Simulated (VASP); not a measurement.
Wanted: the native input for a VASP 6.6.1 run.

* Task: single point
* Functional: revPBE
* Potentials or basis: VASP PAW PBE potentials, release 64 (Mn_pv)
* Cutoff: 500 eV
* k mesh: 18 × 18 × 18
* Occupations: fermi-dirac, width 0.05 eV
* Spin: collinear spin, ferromagnetic start
* Starting moments: [-0.899] μB
* Dipole correction: no
* Further INCAR settings: ALGO = Normal; EDIFF = 1e-06; NBANDS = 16

The structure of Mn lies in POSCAR:

```
Mn
1.0
   -1.4591869384      1.4591869384      1.4591869384
    1.4591869384     -1.4591869384      1.4591869384
    1.4591869384      1.4591869384     -1.4591869384
Mn
1
Direct
    0.0000000000      0.0000000000      0.0000000000
```

This cell differs from its parent crystal: volume scaled by 1.12.

One way to write it, as run:

INCAR

```
SYSTEM = Mn
PREC     = Accurate       ! precision mode
ENCUT    = 500            ! plane-wave cutoff, eV
EDIFF    = 1E-6           ! SCF threshold, eV
ISMEAR   = -1             ! smearing method
SIGMA    = 0.05           ! smearing width, eV
LREAL    = .False.        ! projectors in reciprocal space
LASPH    = .True.         ! aspherical terms in the spheres
NELM     = 200            ! most SCF steps
ALGO     = Normal         ! electronic algorithm
ISIF     = 2              ! what is computed and relaxed
LWAVE    = .False.        ! write WAVECAR
LCHARG   = .True.         ! write CHGCAR
ISPIN    = 2              ! spin polarisation
MAGMOM   = -0.899         ! initial moments
LORBIT   = 11             ! projections on sites
LMAXMIX  = 4              ! l up to which the mixer works
GGA      = RE             ! functional
LELF     = .True.         ! ELF
LVHAR    = .True.       
NBANDS   = 16             ! bands
GGA_COMPAT= .False.
```

KPOINTS

```
Automatic mesh
0
Gamma
  18 18 18
  0 0 0
```

Potentials or basis: VASP PAW PBE potentials, release 64 (Mn_pv).

Launch:

```sh
$ cat potpaw_PBE.64/Mn_pv/POTCAR > POTCAR
$ mpirun -np 1 vasp_std > vasp.out
```

Results of the run:

The pressure is -20.0 GPa. The net moment is -1.12 μB per cell, the site moments are Mn -1.14 μB and the valence electrons inside the program's atomic spheres are Mn 11.72.

Caveat: the PAW data sets were made with another functional, which shifts forces and pressure a little.

It took 90 s on 1 thread of Intel Xeon 8259CL, with other jobs on the host, peak memory 0.17 GiB.
